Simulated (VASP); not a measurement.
Set up this calculation in VASP 6.6.1, as the native input.

```
Task                               : single point
Functional                         : r2SCAN0
Potentials or basis                : VASP PAW PBE potentials, release 64 (Te, Cd)
Cutoff                             : 520 eV
k mesh                             : 4 × 4 × 4
Occupations                        : fermi-dirac, width 0.05 eV
Spin                               : no spin polarisation
Dipole correction                  : no
Grid for exact exchange (PRECFOCK) : Normal
Further INCAR settings             : ALGO = Normal; EDIFF = 1e-07; NBANDS = 16
Share of exact exchange            : 0.25
```

The system is CdTe.

```xyz
2
Lattice="0.0000 3.2262 3.2262 3.2262 0.0000 3.2262 3.2262 3.2262 0.0000" Properties=species:S:1:pos:R:3 pbc="T T T"
Te    4.8393    4.8393    4.8393
Cd    0.0000    0.0000    0.0000
```

The input as run:

POSCAR

```
CdTe
1.0
    0.0000000000      3.2262257841      3.2262257841
    3.2262257841      0.0000000000      3.2262257841
    3.2262257841      3.2262257841      0.0000000000
Te Cd
1 1
Direct
    0.7500000000      0.7500000000      0.7500000000
    0.0000000000      0.0000000000      0.0000000000
```

INCAR.step1

```
SYSTEM = CdTe
  ALGO = Normal
  EDIFF = 1E-5
  ENCUT = 520
  GGA = PE
  ISIF = 2
  ISMEAR = -1
  LASPH = .TRUE.
  LCHARG = .FALSE.
  LREAL = .FALSE.
  LWAVE = .TRUE.
  NBANDS = 16
  NELM = 100
  PREC = Accurate
  SIGMA = 0.05
```

INCAR.step2

```
SYSTEM = CdTe
  AEXX = 0.25
  ALGO = Normal
  EDIFF = 1E-7
  ENCUT = 520
  ISIF = 2
  ISMEAR = -1
  ISTART = 1
  LASPH = .TRUE.
  LCHARG = .FALSE.
  LHFCALC = .TRUE.
  LMIXTAU = .TRUE.
  LREAL = .FALSE.
  LWAVE = .FALSE.
  METAGGA = R2SCAN
  NBANDS = 16
  NELM = 100
  PREC = Accurate
  PRECFOCK = Normal
  SIGMA = 0.05
```

KPOINTS

```
k-points
0
G
  4 4 4
  0 0 0
```

Potentials or basis: VASP PAW PBE potentials, release 64 (Te, Cd).

Run with:

```console
$ cat potpaw_PBE.64/Te/POTCAR potpaw_PBE.64/Cd/POTCAR > POTCAR
$ cp INCAR.step1 INCAR
$ mpirun -np 1 vasp_std > vasp.out
$ cp INCAR.step2 INCAR
$ mpirun -np 1 vasp_std > vasp.out
```

Results of the run:

| Item | Value |
| --- | --- |
| Pressure | 1.7 GPa |
| Band gap on the k mesh | 2.60 eV |

Caveat: the k points lie up to 0.42 Å⁻¹ apart; the PAW data sets were made with another functional, which shifts forces and pressure a little; spin-orbit coupling is left out, which moves the levels of the heavy elements.

Wall time 24 min on 1 thread of Intel Xeon 8259CL, on a shared host, peak memory 0.24 GiB.
